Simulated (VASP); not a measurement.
# PbSe in VASP: further runs

Runs on PbSe. Level: PBE. Tasks: single point.

Program: VASP 6.6.1. These are calculated values, not measurements. Logs are shortened: lines on timing, memory, paths and dates and some standing lists are left out, and cuts for length are marked.

## Step 1: The cell of the first run

It takes space group Fm-3m (No. 225, cubic). Conventional cell: a = 6.020 Å, b = 6.020 Å, c = 6.020 Å, α = 90.00°, β = 90.00°, γ = 90.00°. Pb (site symmetry m-3m) has 6 Se at 3.01 Å within 4.0 Å. Within 4.0 Å of Se (site symmetry m-3m) lie 6 Pb at 3.01 Å.

## Step 2: Single point, PBE (volume scaled by 0.95)

INCAR

```
SYSTEM = PbSe
PREC = Accurate
ENCUT = 520
EDIFF = 1E-6
ISMEAR = -1
SIGMA = 0.02
LREAL = .FALSE.
LASPH = .TRUE.
NELM = 100
ALGO = Normal
ISIF = 2
LWAVE = .FALSE.
LCHARG = .FALSE.
GGA = PE
NBANDS = 17
```

KPOINTS

```
Automatic mesh
0
G
  7 7 7
  0 0 0
```

POSCAR

```
PbSe
1.0
    0.0000000000      3.0102391241      3.0102391241
    3.0102391241      0.0000000000      3.0102391241
    3.0102391241      3.0102391241      0.0000000000
Pb Se
1 1
Direct
    0.0000000000      0.0000000000      0.0000000000
    0.5000000000      0.5000000000      0.5000000000
```

Potentials or basis: VASP PAW PBE potentials, release 64 (Pb_d, Se).

The run is started by

```console
cat potpaw_PBE.64/Pb_d/POTCAR potpaw_PBE.64/Se/POTCAR > POTCAR
mpirun -np 1 vasp_std > vasp.out
```

OUTCAR:

```text
SYSTEM = PbSe
   PREC = Accurate
   ENCUT = 520
   EDIFF = 1E-6
   ISMEAR = -1
   LREAL = .FALSE.
   LASPH = .TRUE.
   NELM = 100
   ISIF = 2
   GGA = PE

 ion  position               nearest neighbor table
   1  0.000  0.000  0.000-   2 3.01   2 3.01   2 3.01   2 3.01   2 3.01   2 3.01
   2  0.500  0.500  0.500-   1 3.01   1 3.01   1 3.01   1 3.01   1 3.01   1 3.01

  LATTYP: Found a face centered cubic cell.
 ALAT       =     6.0204782482

  Lattice vectors:

 A1 = (   0.0000000000,   3.0102391241,   3.0102391241)
 A2 = (   3.0102391241,   0.0000000000,   3.0102391241)
 A3 = (   3.0102391241,   3.0102391241,   0.0000000000)

Analysis of symmetry for initial positions (statically):
=====================================================================
 Subroutine PRICEL returns:
 Original cell was already a primitive cell.

 Routine SETGRP: Setting up the symmetry group for a
 face centered cubic supercell.

 Subroutine GETGRP returns: Found 48 space group operations
 (whereof 48 operations were pure point group operations)
 out of a pool of 48 trial point group operations.

The static configuration has the point symmetry O_h .

Analysis of symmetry for dynamics (positions and initial velocities):
=====================================================================
 Subroutine PRICEL returns:
 Original cell was already a primitive cell.

 Routine SETGRP: Setting up the symmetry group for a
 face centered cubic supercell.

 Subroutine GETGRP returns: Found 48 space group operations
 (whereof 48 operations were pure point group operations)
 out of a pool of 48 trial point group operations.

The dynamic configuration has the point symmetry O_h .

 Subroutine INISYM returns: Found 48 space group operations
 (whereof 48 operations are pure point group operations),
 and found     1 'primitive' translations

----------------------------------------------------------------------------------------

                                     Primitive cell

  volume of cell :      54.5548

  direct lattice vectors                    reciprocal lattice vectors
     0.000000000  3.010239124  3.010239124    -0.166099761  0.166099761  0.166099761
     3.010239124  0.000000000  3.010239124     0.166099761 -0.166099761  0.166099761
     3.010239124  3.010239124  0.000000000     0.166099761  0.166099761 -0.166099761
[... 69 lines left out ...]
 SYSTEM =  PbSe
   PREC   = accura    normal or accurate (medium, high low for compatibility)
   ISTART =      0    job   : 0-new  1-cont  2-samecut
   ICHARG =      2    charge: 1-file 2-atom 10-const
   ISPIN  =      1    spin polarized calculation?
   LNONCOLLINEAR =      F non collinear calculations
   LSORBIT =      F    spin-orbit coupling
   LASPH  =      T    aspherical Exc in radial PAW
   ENCUT  =  520.0 eV  38.22 Ry    6.18 a.u.   7.92  7.92  7.92*2*pi/ulx,y,z
   NELM   =    100;   NELMIN=  2; NELMDL= -5     # of ELM steps
   EDIFF  = 0.1E-05   stopping-criterion for ELM
   LREAL  =      F    real-space projection
   EDIFFG = 0.1E-04   stopping-criterion for IOM
   NSW    =      0    number of steps for IOM
   IBRION =     -1    ionic relax: 0-MD 1-quasi-New 2-CG
   NFREE  =      0    steps in history (QN), initial steepest desc. (CG)
   ISIF   =      2    stress and relaxation
   ISYM   =      2    0-nonsym 1-usesym 2-fastsym
   POTIM  = 0.5000    time-step for ionic-motion
   TEBEG  =    0.0;   TEEND  =   0.0 temperature during run
   PSTRESS=    0.0 pullay stress
   NELECT =      20.0000    total number of electrons
   NUPDOWN=      -1.0000    fix difference up-down
   EMIN   =  10.00;   EMAX   =-10.00  energy-range for DOS
   EFERMI =   0.00;   METHOD = LEGACY
   ISMEAR =    -1;   SIGMA  =   0.02  broadening in eV -4-tet -1-fermi 0-gaus
   EFERMI_NEDOS =   21; number of points for ismear=-14 and -15
   IALGO  =     38    algorithm
   IMIX   =      4    mixing-type and parameters
     AMIX     =   0.40;   BMIX     =  1.00
     AMIX_MAG =   1.60;   BMIX_MAG =  1.00
  volume/ion in A,a.u.               =      27.28       184.08
  Fermi-wavevector in a.u.,A,eV,Ry     =   1.171675  2.214145 18.678382  1.372822
  Thomas-Fermi vector in A             =   2.308115
   LORBIT       =      0    0 simple, 1 ext, 2 COOP (PROOUT), +10 PAW based schemes
   GGA     = PE    functional components
[... 5 lines left out ...]
 non-spin polarized calculation
  energy-cutoff  :      520.00
  volume of cell :       54.55
 maximum number of plane-waves:      1483
   NGX = 15   NGY = 15   NGZ = 15

 number of electron      20.0000004 magnetization

 Free energy of the ion-electron system (eV)
  ---------------------------------------------------
  ext. energy  EPLUGINS =         0.00000000
  ---------------------------------------------------
  free energy    TOTEN  =        -8.11205225 eV

  energy without entropy =       -8.11205225  energy(sigma->0) =       -8.11205225

 E-fermi :   5.8471     XC(G=0):  -9.7643

 val. band max:        5.4336937936   @ k =   0.4286   0.0000   0.0000
 cond. band min:       6.2548881098   @ k =   0.4286   0.0000   0.0000
 fundamental gap:      0.8211943162
 Fermi energy:         5.8471107763

 k-point     1 :       0.0000    0.0000    0.0000
  band No.  band energies     occupation
      1     -11.2261      2.00000
      2     -11.2261      2.00000
      3     -11.2261      2.00000
      4     -11.2249      2.00000
      5     -11.2249      2.00000
      6      -8.3334      2.00000
[... 377 lines left out ...]
      4     -11.2027      2.00000
      5     -11.1747      2.00000
      6      -6.7030      2.00000
[... 9 lines left out ...]
     16      17.3360      0.00000
     17      17.9484      0.00000

------------------------ aborting loop because EDIFF is reached ----------------------------------------

  FORCE on cell =-STRESS in cart. coord.  units (eV):
  Direction    XX          YY          ZZ          XY          YZ          ZX
  --------------------------------------------------------------------------------------
  -------------------------------------------------------------------------------------
  Total        1.8698739      1.8698739      1.8698739      0.0000000     -0.0000000      0.0000000
  in kB       54.9148634     54.9148634     54.9148634      0.0000000     -0.0000000      0.0000000
  external PRESSURE =      54.9148634 kB  Pullay stress =       0.0000000 kB

 VOLUME and BASIS-vectors are now :
 -----------------------------------------------------------------------------
  energy-cutoff  :      520.00
  volume of cell :       54.55
      direct lattice vectors                 reciprocal lattice vectors
     0.000000000  3.010239124  3.010239124    -0.166099761  0.166099761  0.166099761
     3.010239124  0.000000000  3.010239124     0.166099761 -0.166099761  0.166099761
     3.010239124  3.010239124  0.000000000     0.166099761  0.166099761 -0.166099761

 POSITION                                       TOTAL-FORCE (eV/Angst)
 -----------------------------------------------------------------------------------
      0.00000      0.00000      0.00000         0.000000     -0.000000     -0.000000
      3.01024      3.01024      3.01024        -0.000000      0.000000      0.000000
 -----------------------------------------------------------------------------------
    total drift:                                0.000000     -0.000000     -0.000000

  FREE ENERGIE OF THE ION-ELECTRON SYSTEM (eV)
  ---------------------------------------------------
  free  energy   TOTEN  =        -8.1120522515 eV

  energy  without entropy=       -8.1120522515  energy(sigma->0) =       -8.11205225
```

OSZICAR:

```text
N       E                     dE             d eps       ncg     rms          rms(c)
DAV:   1     0.154740408823E+03    0.15474E+03   -0.95060E+03   680   0.122E+03
DAV:   2     0.248380929820E+01   -0.15226E+03   -0.14755E+03   746   0.304E+02
DAV:   3    -0.812365198558E+01   -0.10607E+02   -0.10453E+02   890   0.865E+01
DAV:   4    -0.836121574711E+01   -0.23756E+00   -0.23741E+00   876   0.145E+01
DAV:   5    -0.836883779143E+01   -0.76220E-02   -0.76218E-02   916   0.244E+00    0.290E+00
DAV:   6    -0.811496082115E+01    0.25388E+00   -0.60459E-01  1052   0.565E+00    0.171E+00
DAV:   7    -0.810932521904E+01    0.56356E-02   -0.11203E-01   825   0.167E+00    0.883E-01
DAV:   8    -0.811224007113E+01   -0.29149E-02   -0.11103E-02   816   0.118E+00    0.115E-01
DAV:   9    -0.811201394965E+01    0.22612E-03   -0.20296E-03  1053   0.474E-01    0.475E-02
DAV:  10    -0.811204671907E+01   -0.32769E-04   -0.18253E-04   777   0.805E-02    0.179E-02
DAV:  11    -0.811205235040E+01   -0.56313E-05   -0.60394E-05   923   0.782E-02    0.969E-03
DAV:  12    -0.811205225154E+01    0.98858E-07   -0.33954E-06   840   0.130E-02
   1 F= -.81120523E+01 E0= -.81120523E+01  d E =-.492260E-10
```

stdout:

```text
POSCAR found type information on POSCAR PbSe
 POSCAR found :  2 types and       2 ions
 scaLAPACK will be used
 LDA part: xc-table for (Slater+PW92), standard interpolation
 POSCAR, INCAR and KPOINTS ok, starting setup
 FFT: planning ... GRIDC
 FFT: planning ... GRID_SOFT
 FFT: planning ... GRID
 WAVECAR not read
 entering main loop
```

Run time: 23 s. Hardware: 1 thread of AMD EPYC 7R43 (Zen 3), shared host; peak memory 0.14 GiB.

Results:

* Free energy: -8.1121 eV
* Pressure: 5.5 GPa

Levels at points of the mesh, in eV from the Fermi level:
| k point | band 8 | band 9 | band 10 | band 11 | band 12 | band 13 |
| --- | --- | --- | --- | --- | --- | --- |
| (0.00, 0.00, 0.00) | -2.26 | -2.26 | -2.26 | 4.68 | 4.68 | 4.68 |

Caveat: this odd mesh misses L, where the gap lies, so gap, dielectric constants and Born charges aren't listed; spin-orbit coupling is left out, which moves the levels of the heavy elements.

## Step 3: Single point, PBE (volume scaled by 0.975)

INCAR

```
SYSTEM = PbSe
PREC = Accurate
ENCUT = 520
EDIFF = 1E-6
ISMEAR = -1
SIGMA = 0.02
LREAL = .False.
LASPH = .True.
NELM = 60
ALGO = Normal
ISIF = 2
LWAVE = .False.
LCHARG = .False.
GGA = PE
NBANDS = 17
```

KPOINTS

```
Automatic mesh
0
Gamma
  7 7 7
  0 0 0
```

POSCAR

```
PbSe
1.0
    0.0000000000      3.0364164304      3.0364164304
    3.0364164304      0.0000000000      3.0364164304
    3.0364164304      3.0364164304      0.0000000000
Pb Se
1 1
Direct
    0.0000000000      0.0000000000      0.0000000000
    0.5000000000      0.5000000000      0.5000000000
```

Potentials or basis: VASP PAW PBE potentials, release 64 (Pb_d, Se).

The run is started by

```console
cat potpaw_PBE.64/Pb_d/POTCAR potpaw_PBE.64/Se/POTCAR > POTCAR
mpirun -np 1 vasp_std > vasp.out
```

Run time: 26 s. Hardware: 1 thread of AMD EPYC 7R43 (Zen 3), shared host; peak memory 0.14 GiB.

The run converged. Its results:

- Free energy: -8.1539 eV
- Pressure: 3.8 GPa

Levels at points of the mesh, in eV from the Fermi level:
```csv
k point,band 7,band 8,band 9,band 10,band 11,band 12,band 13,band 14
"(0.00, 0.00, 0.00)",-6.43,-2.15,-2.15,-2.15,4.60,4.60,4.60,6.30
```

Caveat: this odd mesh misses L, where the gap lies, so gap, dielectric constants and Born charges aren't listed; spin-orbit coupling is left out, which moves the levels of the heavy elements.

## Step 4: Single point, PBE (volume scaled by 1.025)

INCAR

```
PREC = Accurate
ENCUT = 520
EDIFF = 1E-7
ISMEAR = -1
SIGMA = 0.02
LREAL = False
LASPH = True
NELM = 80
ALGO = Normal
ISIF = 2
LWAVE = False
LCHARG = False
GGA = PE
NBANDS = 17
```

KPOINTS

```
Automatic mesh
0
Gamma
  7 7 7
```

POSCAR

```
PbSe
1.0
    0.0000000000      3.0874581725      3.0874581725
    3.0874581725      0.0000000000      3.0874581725
    3.0874581725      3.0874581725      0.0000000000
Pb Se
1 1
Direct
    0.0000000000      0.0000000000      0.0000000000
    0.5000000000      0.5000000000      0.5000000000
```

Potentials or basis: VASP PAW PBE potentials, release 64 (Pb_d, Se).

The run is started by

```console
cat potpaw_PBE.64/Pb_d/POTCAR potpaw_PBE.64/Se/POTCAR > POTCAR
mpirun -np 1 vasp_std > vasp.out
```

OUTCAR:

```text
PREC = Accurate
   ENCUT = 520
   EDIFF = 1E-7
   ISMEAR = -1
   LREAL = False
   LASPH = True
   NELM = 80
   ISIF = 2
   GGA = PE

 ion  position               nearest neighbor table
   1  0.000  0.000  0.000-   2 3.09   2 3.09   2 3.09   2 3.09   2 3.09   2 3.09
   2  0.500  0.500  0.500-   1 3.09   1 3.09   1 3.09   1 3.09   1 3.09   1 3.09

  LATTYP: Found a face centered cubic cell.
 ALAT       =     6.1749163450

  Lattice vectors:

[... 578 lines left out ...]

------------------------ aborting loop because EDIFF is reached ----------------------------------------

  FORCE on cell =-STRESS in cart. coord.  units (eV):
  Direction    XX          YY          ZZ          XY          YZ          ZX
  --------------------------------------------------------------------------------------
  -------------------------------------------------------------------------------------
  Total        0.3517260      0.3517260      0.3517260      0.0000000      0.0000000      0.0000000
  in kB        9.5737441      9.5737441      9.5737441      0.0000000      0.0000000      0.0000000
  external PRESSURE =       9.5737441 kB  Pullay stress =       0.0000000 kB

 VOLUME and BASIS-vectors are now :
 -----------------------------------------------------------------------------
  energy-cutoff  :      520.00
  volume of cell :       58.86
      direct lattice vectors                 reciprocal lattice vectors
     0.000000000  3.087458172  3.087458172    -0.161945514  0.161945514  0.161945514
     3.087458172  0.000000000  3.087458172     0.161945514 -0.161945514  0.161945514
     3.087458172  3.087458172  0.000000000     0.161945514  0.161945514 -0.161945514

 POSITION                                       TOTAL-FORCE (eV/Angst)
 -----------------------------------------------------------------------------------
      0.00000      0.00000      0.00000         0.000000      0.000000      0.000000
      3.08746      3.08746      3.08746        -0.000000     -0.000000     -0.000000
 -----------------------------------------------------------------------------------
    total drift:                                0.000000     -0.000000     -0.000000

  FREE ENERGIE OF THE ION-ELECTRON SYSTEM (eV)
  ---------------------------------------------------
  free  energy   TOTEN  =        -8.1961413859 eV

  energy  without entropy=       -8.1961413859  energy(sigma->0) =       -8.19614139
```

stdout:

```text
POSCAR found type information on POSCAR PbSe
 POSCAR found :  2 types and       2 ions
 scaLAPACK will be used
 LDA part: xc-table for (Slater+PW92), standard interpolation
 POSCAR, INCAR and KPOINTS ok, starting setup
 FFT: planning ... GRIDC
 FFT: planning ... GRID_SOFT
 FFT: planning ... GRID
 WAVECAR not read
 entering main loop
```

Wall time 22 s (1 thread of AMD EPYC 7R43 (Zen 3), shared host); peak memory 0.14 GiB.

What came out:

| Item | Value |
| --- | --- |
| Free energy | -8.1961 eV |
| Pressure | 1.0 GPa |

Caveat: this odd mesh misses L, where the gap lies, so gap, dielectric constants and Born charges aren't listed; spin-orbit coupling is left out, which moves the levels of the heavy elements.

## Step 5: Single point, PBE (volume scaled by 1.05)

INCAR

```
SYSTEM = PbSe
PREC     = Accurate       ! precision mode
ENCUT    = 520            ! plane-wave cutoff, eV
EDIFF    = 1E-6           ! SCF threshold, eV
ISMEAR   = -1             ! smearing method
SIGMA    = 0.02           ! smearing width, eV
LREAL    = .FALSE.        ! projectors in reciprocal space
LASPH    = .TRUE.         ! aspherical terms in the spheres
NELM     = 80             ! most SCF steps
ALGO     = Normal         ! electronic algorithm
ISIF     = 2              ! what is computed and relaxed
LWAVE    = .FALSE.        ! write WAVECAR
LCHARG   = .FALSE.        ! write CHGCAR
GGA      = PE             ! functional
NBANDS   = 17             ! bands
```

KPOINTS

```
Automatic mesh
0
G
  7 7 7
  0 0 0
```

POSCAR

```
PbSe
1.0
    0.0000000000      3.1123581040      3.1123581040
    3.1123581040      0.0000000000      3.1123581040
    3.1123581040      3.1123581040      0.0000000000
Pb Se
1 1
Direct
    0.0000000000      0.0000000000      0.0000000000
    0.5000000000      0.5000000000      0.5000000000
```

The run is started by

```console
cat potpaw_PBE.64/Pb_d/POTCAR potpaw_PBE.64/Se/POTCAR > POTCAR
mpirun -np 1 vasp_std > vasp.out
```

It took 39 s on 1 thread of AMD EPYC 7R43 (Zen 3), shared host; peak memory 0.17 GiB.

Results (log left out):

```
Free energy : -8.1998 eV
Pressure    : -0.2 GPa
```

Levels at points of the mesh, in eV from the Fermi level:
| k point | band 6 | band 7 | band 8 | band 9 | band 10 | band 11 | band 12 | band 13 | band 14 | band 15 |
| --- | --- | --- | --- | --- | --- | --- | --- | --- | --- | --- |
| (0.00, 0.00, 0.00) | -13.45 | -6.65 | -1.92 | -1.92 | -1.92 | 4.33 | 4.33 | 4.33 | 6.35 | 6.35 |

Caveat: this odd mesh misses L, where the gap lies, so gap, dielectric constants and Born charges aren't listed; spin-orbit coupling is left out, which moves the levels of the heavy elements.

## Step 6: Single point, PBE (xy shear strain of -3 %)

INCAR is that of step 5.

KPOINTS

```
regular mesh
0
G
  7 7 7
  0 0 0
```

POSCAR

```
PbSe
1.0
   -0.0459322500      3.0621500000      3.0621500000
    3.0621500000     -0.0459322500      3.0621500000
    3.0162177500      3.0162177500      0.0000000000
Pb Se
1 1
Direct
    0.0000000000      0.0000000000      0.0000000000
    0.5000000000      0.5000000000      0.5000000000
```

Potentials or basis: VASP PAW PBE potentials, release 64 (Pb_d, Se).

The run is started by

```console
cat potpaw_PBE.64/Pb_d/POTCAR potpaw_PBE.64/Se/POTCAR > POTCAR
mpirun -np 1 vasp_std > vasp.out
```

It took 1.7 min on 1 thread of AMD EPYC 7R13, shared host; peak memory 0.19 GiB.

It converged, with:

```
Free energy            : -8.1785 eV
Pressure               : 2.3 GPa
Band gap on the k mesh : 0.73 eV, indirect (least direct gap 0.84 eV)
```

Stress tensor (GPa, compression positive):
```
2.28 0.50 0.00
0.50 2.28 0.00
0.00 0.00 2.26
```

Levels at points of the mesh, in eV from the valence-band top:
| k point | band 7 | band 8 | band 9 | band 10 | band 11 | band 12 | band 13 | band 14 |
| --- | --- | --- | --- | --- | --- | --- | --- | --- |
| (0.00, 0.00, 0.00) | -6.11 | -1.79 | -1.68 | -1.55 | 4.89 | 4.90 | 4.94 | 6.53 |

Caveat: the cell differs from its parent crystal (xy shear strain of -3 %); spin-orbit coupling is left out, which moves the levels of the heavy elements.

## Step 7: Overview

| cell | pressure (GPa) |
| --- | --- |
| a = 4.257 Å, angles 60.0°, 2 atoms | 5.5 |
| a = 4.294 Å, angles 60.0°, 2 atoms | 3.8 |
| a = 4.366 Å, angles 60.0°, 2 atoms | 1.0 |
| a = 4.402 Å, angles 60.0°, 2 atoms | -0.2 |
| a = 4.331, b = 4.331, c = 4.266 Å, angles 60.5, 60.5, 61.0°, 2 atoms | 2.3 |

Alike in all rows: task single point; level PBE; potentials or basis VASP PAW PBE potentials, release 64 (Pb_d, Se); no spin polarisation; k mesh 7 × 7 × 7; cutoff (eV) 520; smearing fermi-dirac 0.02 eV.

Caveats: spin-orbit coupling is left out, which moves the levels of the heavy elements.

Total energies depend on the potentials used, so only differences within one code and one set of settings carry meaning.
